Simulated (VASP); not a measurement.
Set up this calculation in VASP 6.6.1, as the native input.

| Property | Result |
| --- | --- |
| Task | relaxation of cell and atoms |
| Functional | PBE |
| Potentials or basis | VASP PAW PBE potentials, release 64 (Os) |
| Cutoff | 600 eV |
| k mesh | 16 × 16 × 9 |
| Occupations | fermi-dirac, width 0.03 eV |
| Spin | no spin polarisation |
| Dipole correction | no |
| Further INCAR settings | ALGO = Normal; EDIFF = 1e-06; IBRION = 2; EDIFFG = -0.005; NSW = 100; ISIF = 3 |

The structure of Os lies in POSCAR:

```
Os
1.0
    2.6584457015      0.0000000000      0.0000000000
   -1.3292228508      2.3022815121      0.0000000000
    0.0000000000      0.0000000000      4.3066820365
Os
2
Direct
    0.3333333333      0.6666666667      0.2500000000
    0.6666666667      0.3333333333      0.7500000000
```

One way to write it, as run:

INCAR

```
SYSTEM = Os
  ALGO = Normal
  EDIFF = 1E-6
  EDIFFG = -0.005
  ENCUT = 600
  GGA = PE
  IBRION = 2
  ISIF = 3
  ISMEAR = -1
  LASPH = .TRUE.
  LCHARG = .FALSE.
  LREAL = .FALSE.
  LWAVE = .FALSE.
  NELM = 100
  NSW = 100
  PREC = Accurate
  SIGMA = 0.03
```

KPOINTS

```
k-points
0
G
  16 16 9
  0 0 0
```

Potentials or basis: VASP PAW PBE potentials, release 64 (Os).

The run is started by

```sh
$ cat potpaw_PBE.64/Os/POTCAR > POTCAR
$ mpirun -np 1 vasp_std > vasp.out
```

Results of the run:

```
Relaxed volume                         : 14.27 Å³/atom
Relaxed cell                           : a = 2.753 Å, b = 2.753 Å, c = 4.347 Å, α = 90.00°, β = 90.00°, γ = 120.00°
Space group after relaxing (to 0.05 Å) : P6_3/mmc (No. 194)
Energy gained by relaxing              : 135.0 meV/atom
Ionic steps                            : 11
Pressure after relaxing                : 0.0 GPa
Band gap on the k mesh                 : zero (band 8 reaches 11.13 eV, above the bottom of band 9 at 7.42 eV)
```

Caveat: spin-orbit coupling is left out, which moves the levels of the heavy elements.

It took 7.5 min on 1 thread of Oxide Virtual Turin-like Processor (shared host), peak memory 0.17 GiB.
